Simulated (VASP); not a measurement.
# PbS (CsCl type) (Pm-3m) in VASP: further runs, part 2 of 2

VASP 6.6.1.

### Step 5. Single point, LDA

This run uses another cell than the first one, of 21.43 Å³/atom, 1.100 times its volume.

File INCAR:

```
PREC     = Accurate       # precision mode
ENCUT    = 520            # plane-wave cutoff, eV
EDIFF    = 1E-7           # SCF threshold, eV
ISMEAR   = -5             # smearing method
SIGMA    = 0.1            # smearing width, eV
LREAL    = F              # projectors in reciprocal space
LASPH    = T              # aspherical terms in the spheres
NELM     = 80             # most SCF steps
ALGO     = Normal         # electronic algorithm
ISIF     = 2              # what is computed and relaxed
LWAVE    = F              # write WAVECAR
LCHARG   = F              # write CHGCAR
GGA      = CA             # functional
NBANDS   = 17             # bands
```

File KPOINTS:

```
regular mesh
0
Gamma
  11 11 11
```

File POSCAR:

```
PbS
1.0
    3.4994018311      0.0000000000      0.0000000000
    0.0000000000      3.4994018311      0.0000000000
    0.0000000000      0.0000000000      3.4994018311
Pb S
1 1
Direct
    0.0000000000      0.0000000000      0.0000000000
    0.5000000000      0.5000000000      0.5000000000
```

Potentials or basis: VASP PAW LDA potentials, release 64 (Pb_d, S).

Command:

```console
$ cat potpaw_LDA.64/Pb_d/POTCAR potpaw_LDA.64/S/POTCAR > POTCAR
$ mpirun -np 1 vasp_std > vasp.out
```

OUTCAR:

```text
PREC = Accurate
   ENCUT = 520
   EDIFF = 1E-7
   ISMEAR = -5
   LREAL = F
   LASPH = T
   NELM = 80
   ISIF = 2
   GGA = CA

 ion  position               nearest neighbor table
   1  0.000  0.000  0.000-   2 3.03   2 3.03   2 3.03   2 3.03   2 3.03   2 3.03   2 3.03   2 3.03

   2  0.500  0.500  0.500-   1 3.03   1 3.03   1 3.03   1 3.03   1 3.03   1 3.03   1 3.03   1 3.03

  LATTYP: Found a simple cubic cell.
 ALAT       =     3.4994018311

  Lattice vectors:

 A1 = (   3.4994018311,   0.0000000000,   0.0000000000)
 A2 = (   0.0000000000,   3.4994018311,   0.0000000000)
 A3 = (   0.0000000000,   0.0000000000,   3.4994018311)

Analysis of symmetry for initial positions (statically):
=====================================================================
 Subroutine PRICEL returns:
 Original cell was already a primitive cell.

 Routine SETGRP: Setting up the symmetry group for a
 simple cubic supercell.

 Subroutine GETGRP returns: Found 48 space group operations
[... 9 lines left out ...]

 Routine SETGRP: Setting up the symmetry group for a
 simple cubic supercell.

 Subroutine GETGRP returns: Found 48 space group operations
[... 11 lines left out ...]
                                     Primitive cell

  volume of cell :      42.8530

  direct lattice vectors                    reciprocal lattice vectors
     3.499401831  0.000000000  0.000000000     0.285763124  0.000000000  0.000000000
     0.000000000  3.499401831  0.000000000     0.000000000  0.285763124  0.000000000
     0.000000000  0.000000000  3.499401831     0.000000000  0.000000000  0.285763124

  length of vectors
     3.499401831  3.499401831  3.499401831     0.285763124  0.285763124  0.285763124

  position of ions in fractional coordinates (direct lattice)
     0.000000000  0.000000000  0.000000000
     0.500000000  0.500000000  0.500000000

  ion indices of the primitive-cell ions
   primitive index   ion index
                 1           1
                 2           2

----------------------------------------------------------------------------------------

 KPOINTS: regular mesh

Automatic generation of k-mesh.
 Grid dimensions read from file:
 generate k-points for:   11   11   11

 Generating k-lattice:

  Cartesian coordinates                     Fractional coordinates (reciprocal lattice)
     0.025978466  0.000000000  0.000000000     0.090909091  0.000000000  0.000000000
     0.000000000  0.025978466  0.000000000     0.000000000  0.090909091  0.000000000
     0.000000000  0.000000000  0.025978466     0.000000000  0.000000000  0.090909091

  Length of vectors
     0.025978466  0.025978466  0.025978466

  Shift w.r.t. Gamma in fractional coordinates (k-lattice)
     0.000000000  0.000000000  0.000000000

 TETIRR: Found    651 inequivalent tetrahedra from     7986

 Subroutine IBZKPT returns following result:
 ===========================================

 Found     56 irreducible k-points:

 Following reciprocal coordinates:
            Coordinates               Weight
  0.000000  0.000000  0.000000      1.000000
  0.090909  0.000000  0.000000      6.000000
  0.181818  0.000000  0.000000      6.000000
  0.272727  0.000000  0.000000      6.000000
  0.363636  0.000000  0.000000      6.000000
  0.454545  0.000000  0.000000      6.000000
[... 16 lines left out ...]
  0.181818  0.090909  0.090909     24.000000
  0.272727  0.090909  0.090909     24.000000
 [... further k-points ...]
   k-points           NKPTS =     56   k-points in BZ     NKDIM =     56   number of bands    NBANDS=     17
   number of dos      NEDOS =    301   number of ions     NIONS =      2
   total plane-waves  NPLWV =  21952
   dimension x,y,z NGX =    28 NGY =   28 NGZ =   28
   dimension x,y,z NGXF=    56 NGYF=   56 NGZF=   56
   ions per type =               1   1
   NGX,Y,Z   is equivalent  to a cutoff of  13.30, 13.30, 13.30 a.u.
   NGXF,Y,Z  is equivalent  to a cutoff of  26.60, 26.60, 26.60 a.u.
 SYSTEM =  unknown system
   PREC   = accura    normal or accurate (medium, high low for compatibility)
   ISTART =      0    job   : 0-new  1-cont  2-samecut
   ICHARG =      2    charge: 1-file 2-atom 10-const
   ISPIN  =      1    spin polarized calculation?
   LNONCOLLINEAR =      F non collinear calculations
   LSORBIT =      F    spin-orbit coupling
   LASPH  =      T    aspherical Exc in radial PAW
   ENCUT  =  520.0 eV  38.22 Ry    6.18 a.u.   6.51  6.51  6.51*2*pi/ulx,y,z
   NELM   =     80;   NELMIN=  2; NELMDL= -5     # of ELM steps
   EDIFF  = 0.1E-06   stopping-criterion for ELM
   LREAL  =      F    real-space projection
   EDIFFG = 0.1E-05   stopping-criterion for IOM
   NSW    =      0    number of steps for IOM
   IBRION =     -1    ionic relax: 0-MD 1-quasi-New 2-CG
   NFREE  =      0    steps in history (QN), initial steepest desc. (CG)
   ISIF   =      2    stress and relaxation
   ISYM   =      2    0-nonsym 1-usesym 2-fastsym
   POTIM  = 0.5000    time-step for ionic-motion
   TEBEG  =    0.0;   TEEND  =   0.0 temperature during run
   PSTRESS=    0.0 pullay stress
   NELECT =      20.0000    total number of electrons
   NUPDOWN=      -1.0000    fix difference up-down
   EMIN   =  10.00;   EMAX   =-10.00  energy-range for DOS
   EFERMI =   0.00;   METHOD = LEGACY
   ISMEAR =    -5;   SIGMA  =   0.10  broadening in eV -4-tet -1-fermi 0-gaus
   EFERMI_NEDOS =   21; number of points for ismear=-14 and -15
   IALGO  =     38    algorithm
   IMIX   =      4    mixing-type and parameters
     AMIX     =   0.40;   BMIX     =  1.00
     AMIX_MAG =   1.60;   BMIX_MAG =  1.00
  volume/ion in A,a.u.               =      21.43       144.59
  Fermi-wavevector in a.u.,A,eV,Ry     =   1.269865  2.399698 21.940185  1.612558
  Thomas-Fermi vector in A             =   2.402884
   LORBIT       =      0    0 simple, 1 ext, 2 COOP (PROOUT), +10 PAW based schemes
   GGA     = CA    functional components
   LHFCALC =     F    Hartree Fock is set to
   AEXX    =    0.0000 exact exchange contribution
   IVDW    =     0    specifies the selected vdW correction
   LEPSILON=     F    determine dielectric tensor
   LRPA    =     F    only Hartree local field effects (RPA)
 non-spin polarized calculation
 Fermi weights with tetrahedron method with Bloechl corrections
  energy-cutoff  :      520.00
  volume of cell :       42.85
 maximum number of plane-waves:      1189
 NGX is ok and might be reduce to    28
   NGX = 13   NGY = 13   NGZ = 13

 number of electron      20.0000005 magnetization

 Free energy of the ion-electron system (eV)
  ---------------------------------------------------
  ext. energy  EPLUGINS =         0.00000000
  ---------------------------------------------------
  free energy    TOTEN  =        -9.56098023 eV

  energy without entropy =       -9.56098023  energy(sigma->0) =       -9.56098023

 E-fermi :   7.4028     XC(G=0): -11.0977

 val. band max:        7.4928337600   @ k =   0.2727   0.1818   0.0909
 cond. band min:       7.2509850516   @ k =   0.4545   0.3636   0.3636
 fundamental gap:     -0.2418487085
 Fermi energy:         7.4027761679

 k-point     1 :       0.0000    0.0000    0.0000
  band No.  band energies     occupation
      1      -9.3985      2.00000
      2      -9.3985      2.00000
      3      -9.0860      2.00000
      4      -9.0860      2.00000
      5      -9.0860      2.00000
      6      -6.6138      2.00000
[... 9 lines left out ...]
     16      20.6759      0.00000
     17      20.6759      0.00000

 k-point     2 :       0.0909    0.0000    0.0000
  band No.  band energies     occupation
      1      -9.3970      2.00000
      2      -9.3797      2.00000
      3      -9.0937      2.00000
      4      -9.0937      2.00000
      5      -9.0852      2.00000
      6      -6.5282      2.00000
[... 9 lines left out ...]
     16      20.5186      0.00000
     17      20.5385      0.00000

 k-point     3 :       0.1818    0.0000    0.0000
  band No.  band energies     occupation
      1      -9.3932      2.00000
      2      -9.3298      2.00000
      3      -9.1142      2.00000
      4      -9.1142      2.00000
      5      -9.0832      2.00000
      6      -6.2761      2.00000
[... 392 lines left out ...]
 k-point    23 :       0.1818    0.0909    0.0909
  band No.  band energies     occupation
      1      -9.3642      2.00000
      2      -9.3170      2.00000
      3      -9.1283      2.00000
      4      -9.1211      2.00000
      5      -9.0985      2.00000
      6      -6.1029      2.00000
[... 9 lines left out ...]
     16      19.2661      0.00000
     17      19.9563      0.00000

 k-point    24 :       0.2727    0.0909    0.0909
  band No.  band energies     occupation
      1      -9.3593      2.00000
      2      -9.2510      2.00000
      3      -9.1596      2.00000
      4      -9.1487      2.00000
      5      -9.0953      2.00000
      6      -5.7056      2.00000
[... 9 lines left out ...]
     16      18.9172      0.00000
     17      19.4565      0.00000

 [... further k-points ...]
[... 5 lines left out ...]
  --------------------------------------------------------------------------------------
  -------------------------------------------------------------------------------------
  Total        0.8758926      0.8758926      0.8758926     -0.0000000     -0.0000000      0.0000000
  in kB       32.7476384     32.7476384     32.7476384     -0.0000000     -0.0000000      0.0000000
  external PRESSURE =      32.7476384 kB  Pullay stress =       0.0000000 kB

 VOLUME and BASIS-vectors are now :
 -----------------------------------------------------------------------------
  energy-cutoff  :      520.00
  volume of cell :       42.85
      direct lattice vectors                 reciprocal lattice vectors
     3.499401831  0.000000000  0.000000000     0.285763124  0.000000000  0.000000000
     0.000000000  3.499401831  0.000000000     0.000000000  0.285763124  0.000000000
     0.000000000  0.000000000  3.499401831     0.000000000  0.000000000  0.285763124

 POSITION                                       TOTAL-FORCE (eV/Angst)
 -----------------------------------------------------------------------------------
      0.00000      0.00000      0.00000         0.000000      0.000000      0.000000
      1.74970      1.74970      1.74970         0.000000      0.000000      0.000000
 -----------------------------------------------------------------------------------
    total drift:                               -0.000000      0.000000      0.000000

  FREE ENERGIE OF THE ION-ELECTRON SYSTEM (eV)
  ---------------------------------------------------
  free  energy   TOTEN  =        -9.5609802268 eV

  energy  without entropy=       -9.5609802268  energy(sigma->0) =       -9.56098023
```

It took 28 s on 1 thread of Intel Xeon 6975P-C, shared host; peak memory 0.17 GiB.

Results:

```
Free energy            : -9.5610 eV
Pressure               : 3.3 GPa
Band gap on the k mesh : zero (band 10 reaches 7.68 eV, above the bottom of band 11 at 6.76 eV)
```

Caveat: spin-orbit coupling is left out, which moves the levels of the heavy elements; tetrahedron occupations give inexact forces and stress in metals.

### Step 6. Single point, PBE (volume scaled by 0.94)

File INCAR:

```
PREC = Accurate ; ENCUT = 520
EDIFF = 1E-6 ; ISMEAR = -1
SIGMA = 0.1 ; LREAL = False
LASPH = True ; NELM = 100
ALGO = Normal ; ISIF = 2
LWAVE = False ; LCHARG = False
GGA = PE ; NBANDS = 17
```

File KPOINTS:

```
Automatic mesh
0
Gamma
  11 11 11
```

File POSCAR:

```
PbS
1.0
    3.5771916518      0.0000000000      0.0000000000
    0.0000000000      3.5771916518      0.0000000000
    0.0000000000      0.0000000000      3.5771916518
Pb S
1 1
Direct
    0.0000000000      0.0000000000      0.0000000000
    0.5000000000      0.5000000000      0.5000000000
```

Potentials or basis: VASP PAW PBE potentials, release 64 (Pb_d, S).

Command:

```console
$ cat potpaw_PBE.64/Pb_d/POTCAR potpaw_PBE.64/S/POTCAR > POTCAR
$ mpirun -np 1 vasp_std > vasp.out
```

OUTCAR:

```text
PREC = Accurate
   ENCUT = 520
   EDIFF = 1E-6
   ISMEAR = -1
   LREAL = False
   LASPH = True
   NELM = 100
   ISIF = 2
   GGA = PE

 ion  position               nearest neighbor table
   1  0.000  0.000  0.000-   2 3.10   2 3.10   2 3.10   2 3.10   2 3.10   2 3.10   2 3.10   2 3.10

   2  0.500  0.500  0.500-   1 3.10   1 3.10   1 3.10   1 3.10   1 3.10   1 3.10   1 3.10   1 3.10

  LATTYP: Found a simple cubic cell.
 ALAT       =     3.5771916518

  Lattice vectors:
[... 191 lines left out ...]
      4      -9.7883      2.00000
      5      -9.7883      2.00000
      6      -6.7443      2.00000
[... 457 lines left out ...]
      4      -9.8362      2.00000
      5      -9.7955      2.00000
      6      -5.9443      2.00000
[... 9 lines left out ...]
     16      18.0812      0.00000
     17      18.6325      0.00000

 [... further k-points ...]
[... 5 lines left out ...]
  --------------------------------------------------------------------------------------
  -------------------------------------------------------------------------------------
  Total        1.0888027      1.0888027      1.0888027      0.0000000     -0.0000000     -0.0000000
  in kB       38.1094905     38.1094905     38.1094905      0.0000000     -0.0000000     -0.0000000
  external PRESSURE =      38.1094905 kB  Pullay stress =       0.0000000 kB

 VOLUME and BASIS-vectors are now :
 -----------------------------------------------------------------------------
  energy-cutoff  :      520.00
  volume of cell :       45.77
      direct lattice vectors                 reciprocal lattice vectors
     3.577191652  0.000000000  0.000000000     0.279548902  0.000000000  0.000000000
     0.000000000  3.577191652  0.000000000     0.000000000  0.279548902  0.000000000
     0.000000000  0.000000000  3.577191652     0.000000000  0.000000000  0.279548902

 POSITION                                       TOTAL-FORCE (eV/Angst)
 -----------------------------------------------------------------------------------
      0.00000      0.00000      0.00000         0.000000      0.000000      0.000000
      1.78860      1.78860      1.78860         0.000000      0.000000      0.000000
 -----------------------------------------------------------------------------------
    total drift:                               -0.000000      0.000000      0.000000

  FREE ENERGIE OF THE ION-ELECTRON SYSTEM (eV)
  ---------------------------------------------------
  free  energy   TOTEN  =        -8.2326657786 eV

  energy  without entropy=       -8.2105848543  energy(sigma->0) =       -8.22162532
```

stdout:

```text
POSCAR found type information on POSCAR PbS
 POSCAR found :  2 types and       2 ions
 scaLAPACK will be used
 LDA part: xc-table for (Slater+PW92), standard interpolation
 POSCAR, INCAR and KPOINTS ok, starting setup
 FFT: planning ... GRIDC
 FFT: planning ... GRID_SOFT
 FFT: planning ... GRID
 WAVECAR not read
 entering main loop
```

Run time: 25 s. Hardware: 1 thread of Intel Xeon 6975P-C, shared host; peak memory 0.18 GiB.

What came out:

```yaml
Free_energy: -8.2327 eV
Pressure: 3.8 GPa
Band_gap_on_the_k_mesh: zero (band 10 reaches 6.92 eV, above the bottom of band 11 at 6.43 eV)
```

Caveat: the cell differs from its parent crystal (volume scaled by 0.94); spin-orbit coupling is left out, which moves the levels of the heavy elements.

### Step 7. The runs side by side

| level | potentials or basis | cell | smearing | gap on the mesh (eV) | pressure (GPa) |
| --- | --- | --- | --- | --- | --- |
| PBE | VASP PAW PBE potentials, release 64 (Pb_d, S) | a = 3.390 Å, 2 atoms | fermi-dirac 0.1 eV | none | 19.7 |
| PBE | VASP PAW PBE potentials, release 64 (Pb_d, S) | a = 3.499 Å, 2 atoms | fermi-dirac 0.1 eV | none | 9.1 |
| LDA | VASP PAW LDA potentials, release 64 (Pb_d, S) | a = 3.499 Å, 2 atoms | tetrahedron | none | 3.3 |
| PBE | VASP PAW PBE potentials, release 64 (Pb_d, S) | a = 3.577 Å, 2 atoms | fermi-dirac 0.1 eV | none | 3.8 |

Alike in all rows: task single point; no spin polarisation; k mesh 11 × 11 × 11; cutoff (eV) 520.

Caveats: spin-orbit coupling is left out, which moves the levels of the heavy elements; tetrahedron occupations give inexact forces and stress in metals (some runs).

Total energies depend on the potentials used, so only differences within one code and one set of settings carry meaning.
